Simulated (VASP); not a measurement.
# Mg2H3 (P6/mmm) in VASP: notebook

Mg2H3 is run at these levels: PBE; tasks: single point, relaxation of cell and atoms.

Everything below comes from runs of VASP 6.6.1. Logs are shortened: lines on timing, memory, paths and dates and some standing lists are left out, and cuts for length are marked.

### 1 The cell of the first run

The structure is hexagonal, space group P6/mmm (No. 191). The conventional cell has a = 3.298 Å, b = 3.298 Å, c = 5.363 Å, α = 90.00°, β = 90.00°, γ = 120.00°. Mg (site symmetry 6mm) has 6 H at 1.99 Å and 1 Mg at 2.22 Å within 2.6 Å. H (site symmetry mmm) has 4 H at 1.65 Å and 4 Mg at 1.99 Å within 2.2 Å.

### 2 Single point, PBE

Input file INCAR:

```
PREC     = Accurate       # precision mode
ENCUT    = 520            # plane-wave cutoff, eV
EDIFF    = 1E-6           # SCF threshold, eV
ISMEAR   = 0              # smearing method
SIGMA    = 0.1            # smearing width, eV
LREAL    = F              # projectors in reciprocal space
LASPH    = T              # aspherical terms in the spheres
NELM     = 100            # most SCF steps
ALGO     = Normal         # electronic algorithm
ISIF     = 2              # what is computed and relaxed
LWAVE    = F              # write WAVECAR
LCHARG   = F              # write CHGCAR
GGA      = PE             # functional
NBANDS   = 12             # bands
```

Input file KPOINTS:

```
regular mesh
0
Gamma
  6 6 4
```

Input file POSCAR:

```
Mg2H3
1.0
    3.2980411700      0.0000000000      0.0000000000
   -1.6490205900      2.8561874400      0.0000000000
    0.0000000000      0.0000000000      5.3631746100
Mg H
2 3
Direct
    0.0000000000      0.0000000000      0.2929961200
    0.0000000000      0.0000000000      0.7070038800
    0.5000000000      0.0000000000      0.5000000000
    0.0000000000      0.5000000000      0.5000000000
    0.5000000000      0.5000000000      0.5000000000
```

Potentials or basis: VASP PAW PBE potentials, release 64 (Mg, H).

Launch:

```
cat potpaw_PBE.64/Mg/POTCAR potpaw_PBE.64/H/POTCAR > POTCAR
mpirun -np 1 vasp_std > vasp.out
```

OUTCAR:

```text
PREC = Accurate
   ENCUT = 520
   EDIFF = 1E-6
   ISMEAR = 0
   LREAL = F
   LASPH = T
   NELM = 100
   ISIF = 2
   GGA = PE

 ion  position               nearest neighbor table
   1  0.000  0.000  0.293-   3 1.99   3 1.99   5 1.99   5 1.99   4 1.99   4 1.99   2 2.22   2 3.14

   2  0.000  0.000  0.707-   3 1.99   3 1.99   5 1.99   5 1.99   4 1.99   4 1.99   1 2.22   1 3.14

   3  0.500  0.000  0.500-   1 1.99   2 1.99   1 1.99   2 1.99
   4  0.000  0.500  0.500-   1 1.99   2 1.99   1 1.99   2 1.99
   5  0.500  0.500  0.500-   1 1.99   2 1.99   1 1.99   2 1.99

  LATTYP: Found a hexagonal cell.
 ALAT       =     3.2980411700
 C/A-ratio  =     1.6261696970

  Lattice vectors:

 A1 = (   3.2980411700,   0.0000000000,   0.0000000000)
 A2 = (  -1.6490205900,   2.8561874400,   0.0000000000)
 A3 = (   0.0000000000,   0.0000000000,   5.3631746100)

Analysis of symmetry for initial positions (statically):
=====================================================================
 Subroutine PRICEL returns:
 Original cell was already a primitive cell.

 Routine SETGRP: Setting up the symmetry group for a
 hexagonal supercell.

 Subroutine GETGRP returns: Found 24 space group operations
 (whereof 24 operations were pure point group operations)
 out of a pool of 24 trial point group operations.

The static configuration has the point symmetry D_6h.

Analysis of symmetry for dynamics (positions and initial velocities):
=====================================================================
 Subroutine PRICEL returns:
 Original cell was already a primitive cell.

 Routine SETGRP: Setting up the symmetry group for a
 hexagonal supercell.

 Subroutine GETGRP returns: Found 24 space group operations
 (whereof 24 operations were pure point group operations)
 out of a pool of 24 trial point group operations.

The dynamic configuration has the point symmetry D_6h.

 Subroutine INISYM returns: Found 24 space group operations
 (whereof 24 operations are pure point group operations),
 and found     1 'primitive' translations

----------------------------------------------------------------------------------------

                                     Primitive cell

  volume of cell :      50.5202

  direct lattice vectors                    reciprocal lattice vectors
     3.298041170  0.000000000  0.000000000     0.303210284  0.175058539  0.000000000
    -1.649020590  2.856187440  0.000000000     0.000000000  0.350117078  0.000000000
     0.000000000  0.000000000  5.363174610     0.000000000  0.000000000  0.186456730

  length of vectors
     3.298041170  3.298041176  5.363174610     0.350117078  0.350117078  0.186456730

  position of ions in fractional coordinates (direct lattice)
     0.000000000  0.000000000  0.292996120
     0.000000000  0.000000000  0.707003880
     0.500000000  0.000000000  0.500000000
     0.000000000  0.500000000  0.500000000
     0.500000000  0.500000000  0.500000000

  ion indices of the primitive-cell ions
   primitive index   ion index
                 1           1
                 2           2
                 3           3
                 4           4
                 5           5

----------------------------------------------------------------------------------------

 KPOINTS: regular mesh

Automatic generation of k-mesh.
 Grid dimensions read from file:
 generate k-points for:    6    6    4

 Generating k-lattice:

  Cartesian coordinates                     Fractional coordinates (reciprocal lattice)
     0.050535047  0.029176423  0.000000000     0.166666667  0.000000000  0.000000000
     0.000000000  0.058352846  0.000000000     0.000000000  0.166666667  0.000000000
     0.000000000  0.000000000  0.046614182     0.000000000  0.000000000  0.250000000

  Length of vectors
     0.058352846  0.058352846  0.046614182

  Shift w.r.t. Gamma in fractional coordinates (k-lattice)
     0.000000000  0.000000000  0.000000000

 Subroutine IBZKPT returns following result:
 ===========================================

 Found     21 irreducible k-points:

 Following reciprocal coordinates:
            Coordinates               Weight
  0.000000  0.000000  0.000000      1.000000
  0.166667  0.000000  0.000000      6.000000
  0.333333  0.000000  0.000000      6.000000
  0.500000  0.000000  0.000000      3.000000
  0.166667  0.166667  0.000000      6.000000
  0.333333  0.166667  0.000000     12.000000
[... 13 lines left out ...]
  0.333333  0.166667  0.500000     12.000000
  0.333333  0.333333  0.500000      2.000000
   k-points           NKPTS =     21   k-points in BZ     NKDIM =     21   number of bands    NBANDS=     12
   number of dos      NEDOS =    301   number of ions     NIONS =      5
   total plane-waves  NPLWV =  31360
   dimension x,y,z NGX =    28 NGY =   28 NGZ =   40
   dimension x,y,z NGXF=    56 NGYF=   56 NGZF=   80
   ions per type =               2   3
   NGX,Y,Z   is equivalent  to a cutoff of  14.11, 14.11, 12.40 a.u.
[... 84 lines left out ...]
      1      -8.1618      2.00000
      2       0.1515      2.00000
      3       1.5072      2.00000
      4       2.4761      2.00000
      5       4.0760      0.00000
      6       8.9508      0.00000
      7      11.5223      0.00000
      8      12.3079      0.00000
      9      12.7360      0.00000
     10      13.9660      0.00000
     11      14.2643      0.00000
     12      14.5854      0.00000

 k-point     3 :       0.3333    0.0000    0.0000
  band No.  band energies     occupation
      1      -6.7841      2.00000
      2      -1.0721      2.00000
      3       1.6103      2.00000
      4       2.9868      0.18498
      5       3.2073      0.00001
      6       7.0537      0.00000
      7       7.8942      0.00000
      8       8.8320      0.00000
      9      12.5935      0.00000
     10      13.5755      0.00000
     11      13.7922      0.00000
     12      15.4671      0.00000

 k-point     4 :       0.5000    0.0000    0.0000
  band No.  band energies     occupation
      1      -5.1645      2.00000
      2      -3.4764      2.00000
      3       2.8673      1.28406
      4       3.7434      0.00000
      5       4.2369      0.00000
      6       4.8546      0.00000
      7       6.1428      0.00000
      8       7.1433      0.00000
      9      12.1522      0.00000
     10      13.2429      0.00000
     11      13.4112      0.00000
     12      15.2535      0.00000

 k-point     5 :       0.1667    0.1667    0.0000
  band No.  band energies     occupation
      1      -7.2333      2.00000
      2       0.3077      2.00000
      3       1.0479      2.00000
      4       2.3833      2.00000
      5       2.5016      2.00000
      6       8.8320      0.00000
      7      10.0880      0.00000
      8      10.3184      0.00000
      9      10.3901      0.00000
     10      12.2141      0.00000
     11      12.6923      0.00000
     12      15.6005      0.00000
[... 183 lines left out ...]
      1      -5.1173      2.00000
      2      -3.3709      2.00000
      3       2.4477      2.00000
      4       2.5032      2.00000
      5       2.8972      0.95302
      6       7.2313      0.00000
      7       9.1989      0.00000
      8       9.9100      0.00000
      9      10.2490      0.00000
     10      10.8359      0.00000
     11      11.3576      0.00000
     12      14.2400      0.00000

 k-point    19 :       0.1667    0.1667    0.5000
  band No.  band energies     occupation
      1      -7.1537      2.00000
      2      -0.4852      2.00000
      3       0.3515      2.00000
      4       2.3717      2.00000
      5       6.9033      0.00000
      6       7.3199      0.00000
      7       8.2005      0.00000
      8       9.6505      0.00000
      9       9.7645      0.00000
     10      12.7742      0.00000
     11      14.7365      0.00000
     12      15.5279      0.00000

 k-point    20 :       0.3333    0.1667    0.5000
  band No.  band energies     occupation
      1      -5.4366      2.00000
      2      -2.4110      2.00000
      3       1.1348      2.00000
      4       1.4982      2.00000
      5       4.3950      0.00000
      6       7.1469      0.00000
      7       8.6982      0.00000
      8       9.7936      0.00000
      9      10.7350      0.00000
     10      11.5593      0.00000
     11      13.3287      0.00000
     12      14.4109      0.00000

 k-point    21 :       0.3333    0.3333    0.5000
  band No.  band energies     occupation
      1      -3.7164      2.00000
      2      -3.7164      2.00000
      3      -0.4331      2.00000
      4       3.8852      0.00000
      5       3.8852      0.00000
      6       4.0004      0.00000
      7      10.5898      0.00000
      8      10.5898      0.00000
      9      11.9051      0.00000
     10      12.4967      0.00000
     11      12.7850      0.00000
     12      12.7850      0.00000

------------------------ aborting loop because EDIFF is reached ----------------------------------------

  FORCE on cell =-STRESS in cart. coord.  units (eV):
  Direction    XX          YY          ZZ          XY          YZ          ZX
  --------------------------------------------------------------------------------------
  -------------------------------------------------------------------------------------
  Total        4.5566136      4.5566136      6.8796883     -0.0000000      0.0000000      0.0000000
  in kB      144.5067275    144.5067279    218.1798468     -0.0000003      0.0000000      0.0000000
  external PRESSURE =     169.0644340 kB  Pullay stress =       0.0000000 kB

 VOLUME and BASIS-vectors are now :
 -----------------------------------------------------------------------------
  energy-cutoff  :      520.00
  volume of cell :       50.52
      direct lattice vectors                 reciprocal lattice vectors
     3.298041170  0.000000000  0.000000000     0.303210284  0.175058539  0.000000000
    -1.649020590  2.856187440  0.000000000     0.000000000  0.350117078  0.000000000
     0.000000000  0.000000000  5.363174610     0.000000000  0.000000000  0.186456730

 POSITION                                       TOTAL-FORCE (eV/Angst)
 -----------------------------------------------------------------------------------
      0.00000      0.00000      1.57139        -0.000000      0.000000     -3.747629
      0.00000      0.00000      3.79179         0.000000      0.000000      3.747629
      1.64902      0.00000      2.68159         0.000000     -0.000000      0.000000
     -0.82451      1.42809      2.68159         0.000000     -0.000000      0.000000
      0.82451      1.42809      2.68159         0.000000     -0.000000      0.000000
 -----------------------------------------------------------------------------------
    total drift:                                0.000000     -0.000000      0.000000

  FREE ENERGIE OF THE ION-ELECTRON SYSTEM (eV)
  ---------------------------------------------------
  free  energy   TOTEN  =        -9.1936061398 eV

  energy  without entropy=       -9.1853384260  energy(sigma->0) =       -9.18947228
```

Wall time 14 s (1 thread of Intel Xeon Platinum 8259CL at 2.50GHz (Skylake/Cascade Lake), shared host); peak memory 0.17 GiB.

Results:

```
Free energy   : -9.1936 eV
Pressure      : 16.9 GPa
Largest force : 3.748 eV/Å
```

Forces on the atoms (eV/Å):
```
Mg   0.000  0.000 -3.748
Mg   0.000  0.000  3.748
H    0.000  0.000  0.000
H    0.000  0.000  0.000
H    0.000  0.000  0.000
```

Stress tensor (GPa, compression positive):
```
14.45  0.00  0.00
 0.00 14.45  0.00
 0.00  0.00 21.82
```

Levels at points of the mesh, in eV from the Fermi level:
```csv
k point,band 1,band 2,band 3,band 4,band 5,band 6
"(0.00, 0.00, 0.00)",-11.53,-3.21,-1.89,1.80,1.80,8.00
"(0.50, 0.00, 0.00)",-8.06,-6.37,-0.03,0.85,1.34,1.96
"(0.00, 0.00, 0.50)",-11.44,-4.89,1.82,1.82,2.61,3.87
"(0.50, 0.00, 0.50)",-8.01,-6.26,-0.45,-0.39,0.00,4.34
```

Caveat: the k points lie up to 0.37 Å⁻¹ apart; forces of over 1 eV/Å act on the atoms, so gaps and moduli don't describe the material at rest.

### 3 Single point, PBE

This run uses another cell than the first one, of 11.09 Å³/atom, 1.098 times its volume.

Input file INCAR:

```
ALGO = Normal
EDIFF = 1E-6
ENCUT = 520
GGA = PE
ISIF = 2
ISMEAR = 0
LASPH = True
LCHARG = True
LELF = True
LREAL = False
LVHAR = True
LWAVE = False
NBANDS = 12
NELM = 100
PREC = Accurate
SIGMA = 0.1
```

Input file KPOINTS:

```
k-points
0
Gamma
  6 6 4
```

Input file POSCAR:

```
Mg2H3
1.0
    3.2531111768      0.0000000028      0.0000000000
   -1.6265555909      2.8172769191      0.0000000000
    0.0000000000      0.0000000000      6.0509689631
Mg H
2 3
Direct
    0.0000000000      0.0000000000      0.2444340766
    0.0000000000      0.0000000000      0.7555659234
    0.5000000000      0.0000000000      0.5000000000
    0.0000000000      0.5000000000      0.5000000000
    0.5000000000      0.5000000000      0.5000000000
```

Potentials or basis: VASP PAW PBE potentials, release 64 (Mg, H).

Launch:

```
cat potpaw_PBE.64/Mg/POTCAR potpaw_PBE.64/H/POTCAR > POTCAR
mpirun -np 1 vasp_std > vasp.out
```

It took 6.7 s on 1 thread of Intel Xeon 6975P-C (Granite Rapids), shared host; peak memory 0.17 GiB.

It converged, with:

- Free energy: -10.2609 eV
- Pressure: -0.1 GPa
- Largest force: 0.008 eV/Å

Forces in eV/Å, atoms in the order of the input:
```
Mg   0.000  0.000  0.008
Mg   0.000  0.000 -0.008
H    0.000  0.000  0.000
H    0.000  0.000  0.000
H    0.000  0.000  0.000
```

Stress tensor (GPa, compression positive):
```
-0.22  0.00  0.00
 0.00 -0.22  0.00
 0.00  0.00  0.08
```

Levels at points of the mesh, in eV from the Fermi level:
```csv
k point,band 1,band 2,band 3,band 4,band 5,band 6,band 7,band 8
"(0.00, 0.00, 0.00)",-11.30,-4.39,-3.29,2.71,2.71,6.55,7.92,9.37
"(0.50, 0.00, 0.00)",-7.68,-5.96,0.06,0.16,0.70,0.82,1.99,4.66
"(0.00, 0.00, 0.50)",-11.25,-5.66,0.18,1.32,2.72,2.72,9.54,9.54
"(0.50, 0.00, 0.50)",-7.65,-5.89,-1.18,-0.92,0.84,3.98,4.67,5.39
```

Caveat: the k points lie up to 0.37 Å⁻¹ apart.

### 4 Relaxation of cell and atoms, PBE

Input file INCAR:

```
ALGO = Normal ; EDIFF = 1E-6
EDIFFG = -0.04 ; ENCUT = 600
GGA = PE ; IBRION = 2
ISIF = 3 ; ISMEAR = 0
LASPH = T ; LCHARG = F
LREAL = F ; LWAVE = F
NELM = 100 ; NSW = 90
PREC = Accurate ; SIGMA = 0.1
```

KPOINTS is that of step 3.

Input file POSCAR:

```
Mg2H3
1.0
    3.2980411700      0.0000000000      0.0000000000
   -1.6490205900      2.8561874400      0.0000000000
    0.0000000000      0.0000000000      5.3631746100
Mg H
2 3
Direct
    0.0000000000      0.0000000000      0.2929961200
    0.0000000000      0.0000000000      0.7070038800
    0.5000000000      0.0000000000      0.5000000000
    0.0000000000      0.5000000000      0.5000000000
    0.5000000000      0.5000000000      0.5000000000
```

Launch:

```
cat potpaw_PBE.64/Mg/POTCAR potpaw_PBE.64/H/POTCAR > POTCAR
mpirun -np 1 vasp_std > vasp.out
```

Run time: 70 s. Hardware: 1 thread of Intel Xeon 6975P-C (Granite Rapids), shared host; peak memory 0.19 GiB.

It converged, with:

```
Free energy                            : -10.2591 eV
Relaxed volume                         : 11.05 Å³/atom
Relaxed cell                           : a = 3.254 Å, b = 3.254 Å, c = 6.028 Å, α = 90.00°, β = 90.00°, γ = 120.00°
Space group after relaxing (to 0.05 Å) : P6/mmm (No. 191)
Energy gained by relaxing              : 212.9 meV/atom
Ionic steps                            : 23
Pressure after relaxing                : 0.1 GPa
Largest force after relaxing           : 0.003 eV/Å
```

Forces on the atoms (eV/Å):
```
Mg   0.000  0.000  0.003
Mg   0.000  0.000 -0.003
H    0.000  0.000  0.000
H    0.000  0.000  0.000
H    0.000  0.000  0.000
```

Stress tensor (GPa, compression positive):
```
-0.16  0.00  0.00
 0.00 -0.16  0.00
 0.00  0.00  0.57
```

The path:
| step | energy change (eV) | largest force (eV/Å) | pressure (GPa) | volume (Å³) |
| --- | --- | --- | --- | --- |
| 1 | 0.0000 | 3.7489 | 16.97 | 50.52 |
| 2 | -0.9932 | 0.2613 | 0.08 | 58.75 |
| 3 | -0.9970 | 0.0828 | -0.87 | 59.58 |
| 4 | -0.9971 | 0.1239 | -0.66 | 59.38 |
| 5 | -1.0001 | 0.1069 | -0.48 | 58.94 |
| 6 | -1.0037 | 0.0111 | 0.14 | 57.64 |
| 7 | -1.0038 | 0.0270 | 0.06 | 57.79 |
| 8 | -1.0051 | 0.0068 | 0.00 | 57.70 |
| 9 | -1.0136 | 0.0298 | -0.23 | 57.42 |
| 10 | -1.0452 | 0.1705 | -0.49 | 56.85 |
| 11 | -1.0479 | 0.4277 | -0.61 | 55.63 |
| 12 | -1.0466 | 0.2584 | -0.53 | 56.35 |
| 13 | -1.0471 | 0.2517 | -0.53 | 56.31 |
| 14 | -1.0489 | 0.2328 | -0.52 | 56.19 |
| 15 | -1.0535 | 0.2122 | -0.51 | 55.95 |
| 16 | -1.0571 | 0.2939 | -0.40 | 55.45 |
| 17 | -1.0576 | 0.2513 | -0.46 | 55.63 |
| 18 | -1.0577 | 0.2618 | -0.44 | 55.58 |
| 19 | -1.0591 | 0.2305 | -0.39 | 55.54 |
| 20 | -1.0622 | 0.1373 | -0.21 | 55.43 |
| 21 | -1.0640 | 0.0117 | 0.17 | 55.21 |
| 22 | -1.0641 | 0.0068 | 0.12 | 55.24 |
| 23 | -1.0644 | 0.0034 | 0.09 | 55.27 |

Final structure:
```yaml
crystal:
  lattice:
    - [3.25392, 0.00000, 0.00000]
    - [-1.62696, 2.81798, 0.00000]
    - [0.00000, 0.00000, 6.02813]
  atoms:
    - { symbol: Mg, position: [0.00000, 0.00000, 0.24443] }
    - { symbol: Mg, position: [0.00000, 0.00000, 0.75557] }
    - { symbol: H, position: [0.50000, 0.00000, 0.50000] }
    - { symbol: H, position: [0.00000, 0.50000, 0.50000] }
    - { symbol: H, position: [0.50000, 0.50000, 0.50000] }
```

Levels at points of the mesh, in eV from the Fermi level:
| k point | band 1 | band 2 | band 3 | band 4 | band 5 | band 6 | band 7 |
| --- | --- | --- | --- | --- | --- | --- | --- |
| (0.00, 0.00, 0.00) | -11.31 | -4.38 | -3.26 | 2.70 | 2.70 | 6.64 | 8.04 |
| (0.50, 0.00, 0.00) | -7.69 | -5.97 | 0.07 | 0.17 | 0.73 | 0.81 | 2.02 |
| (0.00, 0.00, 0.50) | -11.25 | -5.66 | 0.25 | 1.37 | 2.71 | 2.71 | 9.52 |
| (0.50, 0.00, 0.50) | -7.66 | -5.89 | -1.17 | -0.92 | 0.82 | 4.04 | 4.67 |

Caveat: the k points lie up to 0.37 Å⁻¹ apart in the final cell.

### 5 The runs side by side

| task | cell | cutoff (eV) | gap on the mesh (eV) | pressure (GPa) | largest force (eV/Å) |
| --- | --- | --- | --- | --- | --- |
| single point | a = 3.298, b = 3.298, c = 5.363 Å, angles 90.0, 90.0, 120.0°, 5 atoms | 520 | none | 16.9 | 3.75 |
| single point | a = 3.253, b = 3.253, c = 6.051 Å, angles 90.0, 90.0, 120.0°, 5 atoms | 520 | none | -0.1 | 0.01 |
| relaxation of cell and atoms | relaxed from a = 3.298, b = 3.298, c = 5.363 Å, angles 90.0, 90.0, 120.0°, 5 atoms | 600 | none | 0.1 | - |

Alike in all rows: level PBE; potentials or basis VASP PAW PBE potentials, release 64 (Mg, H); no spin polarisation; k mesh 6 × 6 × 4; smearing gaussian 0.1 eV.

Caveats: all runs use coarse meshes; forces of over 1 eV/Å act on the atoms, so gaps and moduli don't describe the material at rest (some runs).

Total energies depend on the potentials used, so only differences within one code and one set of settings carry meaning.
